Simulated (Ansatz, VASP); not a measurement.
# One calculation of W, two programs

File INCAR:

```
SYSTEM = W
  PREC = Accurate
  ENCUT = 600
  EDIFF = 1E-6
  ISMEAR = -1
  SIGMA = 0.05
  LREAL = .False.
  LASPH = .True.
  NELM = 80
  ALGO = Normal
  ISIF = 3
  LWAVE = .False.
  LCHARG = .False.
  IBRION = 2
  NSW = 60
  EDIFFG = -0.005
```

KPOINTS

```
regular mesh
0
Gamma
  18 18 18
  0 0 0
```

POSCAR

```
W
1.0
   -1.5676782863      1.5676782863      1.5676782863
    1.5676782863     -1.5676782863      1.5676782863
    1.5676782863      1.5676782863     -1.5676782863
W
1
Direct
    0.0000000000      0.0000000000      0.0000000000
```

Input for Ansatz:

```yaml
crystal:
  lattice:
    - [-1.5676782863, 1.5676782863, 1.5676782863]
    - [1.5676782863, -1.5676782863, 1.5676782863]
    - [1.5676782863, 1.5676782863, -1.5676782863]
  atoms:
    - { symbol: W, position: [0.0, 0.0, 0.0] }
kpoints:
  mp_grid: { grid: [18, 18, 18] }
scf:
  occupations: { method: fermi_dirac, width: 0.05 }
hamiltonian:
  xc: lda
  pseudopotentials: { kind: paw }
output:
  forces: true
  stress: true
relax:
  f_tol: 0.005
  max_steps: 40
  cell: {}
```

Alike in both runs: task relaxation of cell and atoms; functional LDA; k mesh 18 × 18 × 18; occupations fermi-dirac, width 0.05 eV; no spin polarisation.

```csv
,VASP,Ansatz
version,VASP 6.6.1,Ansatz 0.2.0
potentials or method,"VASP PAW LDA potentials, release 64 (W_sv)","PAW with Ansatz's default frozen-core files, scalar-relativistic"
plane-wave cutoff (eV),600,420
valence electrons in the cell,14,14
```

```csv
,VASP,Ansatz,Ansatz less VASP
relaxed volume (Å³/atom),15.51,15.42,-0.090
relaxed cell length with the largest relative difference (Å),2.721,2.716,-0.0053
```

LDA's correlation is that of Perdew and Zunger in VASP and of Perdew and Wang (1992) in Ansatz.

Neither program's run includes spin-orbit coupling.
